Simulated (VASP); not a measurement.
**Mo: relaxation of cell and atoms with PBEsol**

Mo:

```
CELL_PARAMETERS angstrom
-1.56464 1.56464 1.56464
1.56464 -1.56464 1.56464
1.56464 1.56464 -1.56464
ATOMIC_POSITIONS crystal
Mo 0.00000 0.00000 0.00000
```

| Item | Value |
| --- | --- |
| Program | VASP 6.6.1 |
| Task | relaxation of cell and atoms |
| Functional | PBEsol |
| Potentials or basis | VASP PAW PBE potentials, release 64 (Mo_sv) |
| Cutoff | 600 eV |
| k mesh | 20 × 20 × 20 |
| Occupations | fermi-dirac, width 0.15 eV |
| Spin | no spin polarisation |
| Dipole correction | no |
| Further INCAR settings | ALGO = Fast; EDIFF = 1e-06; IBRION = 2; EDIFFG = -0.001; NSW = 80; ISIF = 3 |

```
Relaxed volume                         : 15.36 Å³/atom
Relaxed cell                           : a = 2.712 Å, b = 2.712 Å, c = 2.712 Å, α = 109.47°, β = 109.47°, γ = 109.47°
Space group after relaxing (to 0.05 Å) : Im-3m (No. 229)
Energy gained by relaxing              : 0.1 meV/atom
Ionic steps                            : 15
Pressure after relaxing                : 0.0 GPa
Band gap on the k mesh                 : zero (band 7 reaches 16.86 eV, above the bottom of band 8 at 11.35 eV)
```

Final structure:
```yaml
crystal:
  lattice:
    - [-1.56593, 1.56593, 1.56593]
    - [1.56593, -1.56593, 1.56593]
    - [1.56593, 1.56593, -1.56593]
  atoms:
    - { symbol: Mo, position: [0.00000, 0.00000, 0.00000] }
```

Levels at points of the mesh, in eV from the Fermi level:
| k point | band 4 | band 5 | band 6 | band 7 | band 8 | band 9 | band 10 | band 11 |
| --- | --- | --- | --- | --- | --- | --- | --- | --- |
| (0.00, 0.00, 0.00) | -34.43 | -7.33 | -1.39 | -1.39 | -1.39 | 1.69 | 1.69 | 14.85 |
| (0.50, 0.00, 0.00) | -34.44 | -5.45 | -3.48 | 1.69 | 1.74 | 2.38 | 4.92 | 11.92 |
| (0.50, 0.50, 0.50) | -35.45 | -5.59 | -5.59 | 4.13 | 4.13 | 4.13 | 9.17 | 9.17 |

Wall time 4.2 min on 1 thread of Intel Xeon 8259CL, on a shared host, peak memory 0.19 GiB.

Caveat: the PAW data sets were made with another functional, which shifts forces and pressure a little.
